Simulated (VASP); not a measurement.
# Ti (Im-3m) in VASP: further runs, part 2 of 2

VASP 6.6.1. Earlier steps stand in the parts before.

## 3. Single point, HSE06

Input file POSCAR:

```
Ti
1.0
   -1.6410000000      1.6410000000      1.6410000000
    1.6410000000     -1.6410000000      1.6410000000
    1.6410000000      1.6410000000     -1.6410000000
Ti
1
Direct
    0.0000000000      0.0000000000      0.0000000000
```

Input file INCAR.step1:

```
PREC = Accurate ; ENCUT = 520
EDIFF = 1E-5 ; ISMEAR = -1
SIGMA = 0.01 ; LREAL = False
LASPH = True ; NELM = 100
ALGO = Normal ; ISIF = 2
LWAVE = True ; LCHARG = False
NBANDS = 12 ; GGA = PE
```

Input file INCAR.step2:

```
PREC = Accurate ; ENCUT = 520
EDIFF = 1E-6 ; ISMEAR = -1
SIGMA = 0.01 ; LREAL = False
LASPH = True ; NELM = 100
ALGO = Normal ; ISIF = 2
LWAVE = False ; LCHARG = False
GGA = PE ; LHFCALC = True
HFSCREEN = 0.2079 ; PRECFOCK = Normal
NBANDS = 12 ; ISTART = 1
```

Input file KPOINTS:

```
regular mesh
0
Gamma
  6 6 6
```

Potentials or basis: VASP PAW PBE potentials, release 64 (Ti_sv).

Started as:

```sh
$ cat potpaw_PBE.64/Ti_sv/POTCAR > POTCAR
$ cp INCAR.step1 INCAR
$ mpirun -np 1 vasp_std > vasp.out
$ cp INCAR.step2 INCAR
$ mpirun -np 1 vasp_std > vasp.out
```

OUTCAR:

```text
PREC = Accurate
   ENCUT = 520
   EDIFF = 1E-6
   ISMEAR = -1
   LREAL = False
   LASPH = True
   NELM = 100
   ISIF = 2
   GGA = PE
   LHFCALC = True
   HFSCREEN = 0.2079
   PRECFOCK = Normal
   ISTART = 1

 ion  position               nearest neighbor table
   1  0.000  0.000  0.000-

  LATTYP: Found a body centered cubic cell.
 ALAT       =     3.2820000000

  Lattice vectors:

 A1 = (  -1.6410000000,   1.6410000000,   1.6410000000)
 A2 = (   1.6410000000,  -1.6410000000,   1.6410000000)
 A3 = (   1.6410000000,   1.6410000000,  -1.6410000000)

Analysis of symmetry for initial positions (statically):
=====================================================================
 Subroutine PRICEL returns:
 Original cell was already a primitive cell.

 Routine SETGRP: Setting up the symmetry group for a
 body centered cubic supercell.

 Subroutine GETGRP returns: Found 48 space group operations
[... 9 lines left out ...]

 Routine SETGRP: Setting up the symmetry group for a
 body centered cubic supercell.

 Subroutine GETGRP returns: Found 48 space group operations
[... 11 lines left out ...]
                                     Primitive cell

  volume of cell :      17.6761

  direct lattice vectors                    reciprocal lattice vectors
    -1.641000000  1.641000000  1.641000000     0.000000000  0.304692261  0.304692261
     1.641000000 -1.641000000  1.641000000     0.304692261  0.000000000  0.304692261
     1.641000000  1.641000000 -1.641000000     0.304692261  0.304692261  0.000000000

  length of vectors
     2.842295375  2.842295375  2.842295375     0.430899928  0.430899928  0.430899928

  position of ions in fractional coordinates (direct lattice)
     0.000000000  0.000000000  0.000000000

  ion indices of the primitive-cell ions
   primitive index   ion index
                 1           1

[... 92 lines left out ...]
   NKREDY  =     1    reduce k-point grid by
   NKREDZ  =     1    reduce k-point grid by
   AEXX    =    0.2500 exact exchange contribution
   HFSCREEN=    0.2079 screening length (either q_TF or 0.3 A-1)
   HFSCREENC=   0.2079 screening length for correlation (either q_TF or 0.3 A-1)
   ENCUTFOCK=  -1.0 apply spherical cutoff to Coloumb kernel
   IVDW    =     0    specifies the selected vdW correction
   LEPSILON=     F    determine dielectric tensor
   LRPA    =     F    only Hartree local field effects (RPA)
 non-spin polarized calculation
  energy-cutoff  :      520.00
  volume of cell :       17.68
 maximum number of plane-waves:       490
 NGX is ok and might be reduce to    24
  NGX = 16; NGY = 16; NGZ = 16

 number of electron      12.0000001 magnetization

 Free energy of the ion-electron system (eV)
  ---------------------------------------------------
  ext. energy  EPLUGINS =         0.00000000
  ---------------------------------------------------
  free energy    TOTEN  =        -9.23209864 eV

  energy without entropy =       -9.22905280  energy(sigma->0) =       -9.23057572

 E-fermi :   7.9238     XC(G=0):  -9.4114

 val. band max:        7.9212570153   @ k =   0.3333   0.1667   0.0000
 cond. band min:       8.1374558496   @ k =   0.3333   0.0000   0.0000
 fundamental gap:      0.2161988343
 Fermi energy:         7.9237701595

 k-point     1 :       0.0000    0.0000    0.0000
  band No.  band energies     occupation
      1     -53.7262      2.00000
      2     -27.9138      2.00000
      3     -27.9138      2.00000
      4     -27.9138      2.00000
      5       0.7548      2.00000
      6       9.5270      0.00000
      7       9.5270      0.00000
      8       9.5270      0.00000
      9      11.2734      0.00000
     10      11.2734      0.00000
     11      26.1330      0.00000
     12      26.1330      0.00000
[... 211 lines left out ...]
 k-point    16 :       0.5000    0.5000    0.5000
  band No.  band energies     occupation
      1     -53.5091      2.00000
      2     -28.3591      2.00000
      3     -28.3591      2.00000
      4     -28.3591      2.00000
      5       5.2586      2.00000
      6       5.2586      2.00000
      7      12.5782      0.00000
      8      12.5782      0.00000
      9      12.5782      0.00000
     10      16.7088      0.00000
     11      16.7088      0.00000
     12      16.7088      0.00000

------------------------ aborting loop because EDIFF is reached ----------------------------------------

  FORCE on cell =-STRESS in cart. coord.  units (eV):
  Direction    XX          YY          ZZ          XY          YZ          ZX
  --------------------------------------------------------------------------------------
  -------------------------------------------------------------------------------------
  Total       -0.2984872     -0.2984872     -0.2984872     -0.0000000      0.0000000     -0.0000000
  in kB      -27.0551859    -27.0551859    -27.0551859     -0.0000000      0.0000000     -0.0000000
  external PRESSURE =     -27.0551859 kB  Pullay stress =       0.0000000 kB

 VOLUME and BASIS-vectors are now :
 -----------------------------------------------------------------------------
  energy-cutoff  :      520.00
  volume of cell :       17.68
      direct lattice vectors                 reciprocal lattice vectors
    -1.641000000  1.641000000  1.641000000     0.000000000  0.304692261  0.304692261
     1.641000000 -1.641000000  1.641000000     0.304692261  0.000000000  0.304692261
     1.641000000  1.641000000 -1.641000000     0.304692261  0.304692261  0.000000000

 POSITION                                       TOTAL-FORCE (eV/Angst)
 -----------------------------------------------------------------------------------
      0.00000      0.00000      0.00000         0.000000      0.000000      0.000000
 -----------------------------------------------------------------------------------
    total drift:                                0.000000      0.000000      0.000000

  FREE ENERGIE OF THE ION-ELECTRON SYSTEM (eV)
  ---------------------------------------------------
  free  energy   TOTEN  =        -9.2320986391 eV

  energy  without entropy=       -9.2290527982  energy(sigma->0) =       -9.23057572
```

Run time: 8.4 min. Hardware: 1 thread of Intel Xeon Platinum 8259CL at 2.50GHz (Skylake/Cascade Lake), shared host; peak memory 0.24 GiB.

What came out:

```yaml
Free_energy: -9.2321 eV
Pressure: -2.7 GPa
Band_gap_on_the_k_mesh: zero (band 6 reaches 9.53 eV, above the bottom of band 7 at 7.05 eV)
```

Caveat: the k points lie up to 0.45 Å⁻¹ apart; the PAW data sets were made with another functional, which shifts forces and pressure a little.

## 4. Single point, PBE

Input file INCAR:

```
SYSTEM = Ti
  PREC = Accurate
  ENCUT = 500
  EDIFF = 1E-6
  ISMEAR = 0
  SIGMA = 0.05
  LREAL = .FALSE.
  LASPH = .TRUE.
  NELM = 120
  ALGO = Normal
  ISIF = 2
  LWAVE = .FALSE.
  LCHARG = .FALSE.
  GGA = PE
  NBANDS = 12
  GGA_COMPAT = .FALSE.
```

Input file KPOINTS:

```
regular mesh
0
G
  11 11 11
  0 0 0
```

POSCAR is that of step 3.

Started as:

```sh
$ cat potpaw_PBE.64/Ti_sv/POTCAR > POTCAR
$ mpirun -np 1 vasp_std > vasp.out
```

It took 7 s on 1 thread of Intel Xeon Platinum 8375C at 2.90GHz (Ice Lake), shared host; peak memory 0.14 GiB.

Results (log left out):

| Item | Value |
| --- | --- |
| Free energy | -7.7185 eV |
| Pressure | -3.0 GPa |
| Band gap on the k mesh | zero (band 6 reaches 8.90 eV, above the bottom of band 7 at 7.33 eV) |

Levels at points of the mesh, in eV from the Fermi level:
```
           k point  band 4  band 5  band 6  band 7  band 8  band 9
(0.00, 0.00, 0.00)  -32.42   -5.91    0.99    0.99    0.99    2.71
```

## 5. Single point, PBEsol-based screened hybrid

This run uses another cell than the first one, of 16.88 Å³/atom, 0.955 times its volume.

Input file POSCAR:

```
Ti
1.0
   -1.6160460776      1.6160460776      1.6160460776
    1.6160460776     -1.6160460776      1.6160460776
    1.6160460776      1.6160460776     -1.6160460776
Ti
1
Direct
    0.0000000000      0.0000000000      0.0000000000
```

Input file INCAR.step1:

```
ALGO = Normal
EDIFF = 1E-5
ENCUT = 520
GGA = PE
ISIF = 2
ISMEAR = -1
LASPH = T
LCHARG = F
LREAL = F
LWAVE = T
NBANDS = 12
NELM = 100
PREC = Accurate
SIGMA = 0.05
```

Input file INCAR.step2:

```
AEXX = 0.25
ALGO = Normal
EDIFF = 1E-6
ENCUT = 520
GGA = PS
HFSCREEN = 0.207
ISIF = 2
ISMEAR = -1
ISTART = 1
LASPH = T
LCHARG = F
LHFCALC = T
LREAL = F
LWAVE = F
NBANDS = 12
NELM = 100
PREC = Accurate
PRECFOCK = Normal
SIGMA = 0.05
```

Input file KPOINTS:

```
k-points
0
Gamma
  6 6 6
```

Started as:

```sh
$ cat potpaw_PBE.64/Ti_sv/POTCAR > POTCAR
$ cp INCAR.step1 INCAR
$ mpirun -np 1 vasp_std > vasp.out
$ cp INCAR.step2 INCAR
$ mpirun -np 1 vasp_std > vasp.out
```

Wall time 8 min (1 thread of Intel Xeon Platinum 8488C (Sapphire Rapids), shared host); peak memory 0.24 GiB.

Results (log left out):

```yaml
Free_energy: -9.6009 eV
Pressure: -0.5 GPa
Band_gap_on_the_k_mesh: zero (band 6 reaches 9.94 eV, above the bottom of band 7 at 7.42 eV)
```

Levels at points of the mesh, in eV from the Fermi level:
| k point | band 4 | band 5 | band 6 | band 7 | band 8 | band 9 |
| --- | --- | --- | --- | --- | --- | --- |
| (0.00, 0.00, 0.00) | -35.57 | -7.29 | 1.62 | 1.62 | 1.62 | 3.51 |
| (0.50, 0.00, 0.00) | -35.58 | -3.13 | -0.34 | 0.92 | 3.48 | 3.80 |
| (0.50, 0.50, 0.50) | -36.09 | -2.86 | -2.86 | 4.89 | 4.89 | 4.89 |

Caveat: the k points lie up to 0.46 Å⁻¹ apart; the PAW data sets were made with another functional, which shifts forces and pressure a little.

## 6. Single point, r2SCAN50

Input file POSCAR:

```
Ti
1.0
   -1.6410000000      1.6410000000      1.6410000000
    1.6410000000     -1.6410000000      1.6410000000
    1.6410000000      1.6410000000     -1.6410000000
Ti
1
Direct
    0.0000000000      0.0000000000      0.0000000000
```

Input file INCAR.step1:

```
SYSTEM = Ti
PREC = Accurate ; ENCUT = 520
EDIFF = 1E-5 ; ISMEAR = -1
SIGMA = 0.05 ; LREAL = .FALSE.
LASPH = .TRUE. ; NELM = 80
ALGO = Normal ; ISIF = 2
LWAVE = .TRUE. ; LCHARG = .FALSE.
NBANDS = 12 ; GGA = PE
```

Input file INCAR.step2:

```
SYSTEM = Ti
PREC = Accurate ; ENCUT = 520
EDIFF = 1E-7 ; ISMEAR = -1
SIGMA = 0.05 ; LREAL = .FALSE.
LASPH = .TRUE. ; NELM = 80
ALGO = Normal ; ISIF = 2
LWAVE = .FALSE. ; LCHARG = .FALSE.
METAGGA = R2SCAN ; LHFCALC = .TRUE.
AEXX = 0.5 ; LMIXTAU = .TRUE.
PRECFOCK = Normal ; NBANDS = 12
ISTART = 1
```

Input file KPOINTS:

```
Automatic mesh
0
G
  6 6 6
  0 0 0
```

Potentials or basis: VASP PAW PBE potentials, release 64 (Ti_sv).

Started as:

```sh
$ cat potpaw_PBE.64/Ti_sv/POTCAR > POTCAR
$ cp INCAR.step1 INCAR
$ mpirun -np 1 vasp_std > vasp.out
$ cp INCAR.step2 INCAR
$ mpirun -np 1 vasp_std > vasp.out
```

It took 11 min on 1 thread of Intel Xeon Platinum 8488C (Sapphire Rapids), shared host; peak memory 0.15 GiB.

The run converged. Its results:

* Free energy: -15.7406 eV
* Pressure: -4.7 GPa
* Band gap on the k mesh: zero (band 6 reaches 11.24 eV, above the bottom of band 7 at 6.34 eV)

Levels at points of the mesh, in eV from the Fermi level:
```tsv
k point	band 3	band 4	band 5	band 6	band 7	band 8	band 9	band 10
(0.00, 0.00, 0.00)	-40.45	-40.45	-9.57	3.16	3.16	3.16	4.90	4.90
(0.50, 0.00, 0.00)	-40.66	-40.46	-4.45	-0.52	0.58	4.88	5.09	6.83
(0.50, 0.50, 0.50)	-40.91	-40.91	-4.23	-4.23	6.50	6.50	6.50	9.98
```

Caveat: the k points lie up to 0.45 Å⁻¹ apart; the PAW data sets were made with another functional, which shifts forces and pressure a little.

## 7. Summary

| level | cell | k mesh | cutoff (eV) | smearing | grid for exact exchange (PRECFOCK) | screening parameter | share of exact exchange | gap on the mesh (eV) | pressure (GPa) |
| --- | --- | --- | --- | --- | --- | --- | --- | --- | --- |
| HSE06 | a = 2.842 Å, angles 109.5°, 1 atom | 6 × 6 × 6 | 520 | fermi-dirac 0.025 eV | Normal | 0.2079 1/Å | - | none | -2.7 |
| HSE06 | a = 2.842 Å, angles 109.5°, 1 atom | 6 × 6 × 6 | 520 | fermi-dirac 0.01 eV | Normal | 0.2079 1/Å | - | none | -2.7 |
| PBE | a = 2.842 Å, angles 109.5°, 1 atom | 11 × 11 × 11 | 500 | gaussian 0.05 eV | - | - | - | none | -3.0 |
| PBEsol-based screened hybrid | a = 2.799 Å, angles 109.5°, 1 atom | 6 × 6 × 6 | 520 | fermi-dirac 0.05 eV | Normal | 0.207 1/Å | 0.25 | none | -0.5 |
| r2SCAN50 | a = 2.842 Å, angles 109.5°, 1 atom | 6 × 6 × 6 | 520 | fermi-dirac 0.05 eV | Normal | - | - | none | -4.7 |

Alike in all rows: task single point; potentials or basis VASP PAW PBE potentials, release 64 (Ti_sv); no spin polarisation.

Caveats: some runs use coarse meshes; the PAW data sets were made with another functional, which shifts forces and pressure a little (some runs).

Absolute energies hang on the potentials; compare differences alone.
